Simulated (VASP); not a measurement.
Here is a VASP 6.6.1 calculation.

Contents of POSCAR:

```
GaAs
1.0
    0.0000000000      2.7691429914      2.7691429914
    2.7691429914      0.0000000000      2.7691429914
    2.7691429914      2.7691429914      0.0000000000
As Ga
1 1
Direct
    0.7500000000      0.7500000000      0.7500000000
    0.0000000000      0.0000000000      0.0000000000
```

File INCAR.step1:

```
PREC = Accurate ; ENCUT = 520
EDIFF = 1E-5 ; ISMEAR = -1
SIGMA = 0.05 ; LREAL = False
LASPH = True ; NELM = 100
ALGO = Normal ; ISIF = 2
LWAVE = True ; LCHARG = False
NBANDS = 16 ; GGA = PE
```

INCAR.step2

```
PREC = Accurate ; ENCUT = 520
EDIFF = 1E-6 ; ISMEAR = -1
SIGMA = 0.05 ; LREAL = False
LASPH = True ; NELM = 100
ALGO = Normal ; ISIF = 2
LWAVE = False ; LCHARG = False
GGA = PE ; LHFCALC = True
AEXX = 1.0 ; ALDAC = 0.0
AGGAC = 0.0 ; PRECFOCK = Normal
NBANDS = 16 ; ISTART = 1
```

The input KPOINTS:

```
Automatic mesh
0
Gamma
  4 4 4
```

Potentials or basis: VASP PAW PBE potentials, release 64 (As, Ga_d).

The run is started by

```bash
$ cat potpaw_PBE.64/As/POTCAR potpaw_PBE.64/Ga_d/POTCAR > POTCAR
$ cp INCAR.step1 INCAR
$ mpirun -np 1 vasp_std > vasp.out
$ cp INCAR.step2 INCAR
$ mpirun -np 1 vasp_std > vasp.out
```

(1) Estimate the band gap on the k mesh.

(2) Predict the pressure.

Answers

(1) 7.42 eV (least direct gap 8.60 eV).

(2) 10.2 GPa.

Caveat: the k points lie up to 0.49 Å⁻¹ apart; the PAW data sets were made with another functional, which shifts forces and pressure a little.
